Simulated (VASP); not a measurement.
Wanted: the native input for a VASP 6.6.1 run.

```yaml
Task: single point
Functional: PBEsol
Potentials_or_basis: VASP PAW PBE potentials, release 64 (Na_pv)
Cutoff: 520 eV
k_mesh: 12 × 12 × 8
Occupations: gaussian, width 0.15 eV
Spin: no spin polarisation
Dipole_correction: no
Further_INCAR_settings: ALGO = Normal; EDIFF = 1e-06; NBANDS = 14
```

The structure of Na lies in POSCAR:

```
Na
1.0
    3.8611760225      0.0000000000      0.0000000000
   -1.9305880113      3.3438765240      0.0000000000
    0.0000000000      0.0000000000      6.4617000000
Na
2
Direct
    0.3333333333      0.6666666667      0.2500000000
    0.6666666667      0.3333333333      0.7500000000
```

This cell differs from its parent crystal: strain +0.025 along x and y, +0.050 along z.

The input as run:

INCAR

```
SYSTEM = Na
PREC = Accurate
ENCUT = 520
EDIFF = 1E-6
ISMEAR = 0
SIGMA = 0.15
LREAL = .FALSE.
LASPH = .TRUE.
NELM = 100
ALGO = Normal
ISIF = 2
LWAVE = .FALSE.
LCHARG = .TRUE.
GGA = PS
LELF = .TRUE.
LVHAR = .TRUE.
NBANDS = 14
```

KPOINTS

```
regular mesh
0
G
  12 12 8
  0 0 0
```

Potentials or basis: VASP PAW PBE potentials, release 64 (Na_pv).

Run with:

```bash
$ cat potpaw_PBE.64/Na_pv/POTCAR > POTCAR
$ mpirun -np 1 vasp_std > vasp.out
```

Results of the run:

```yaml
Pressure: -0.8 GPa
Band_gap_on_the_k_mesh: zero (band 7 reaches 1.97 eV, above the bottom of band 8 at -2.12 eV)
```

Caveat: the cell differs from its parent crystal (strain +0.025 along x and y, +0.050 along z); the PAW data sets were made with another functional, which shifts forces and pressure a little.

Wall time 30 s on 1 thread of Intel(R) Xeon(R) 6975P-C (Granite Rapids), on a shared host, peak memory 0.23 GiB.
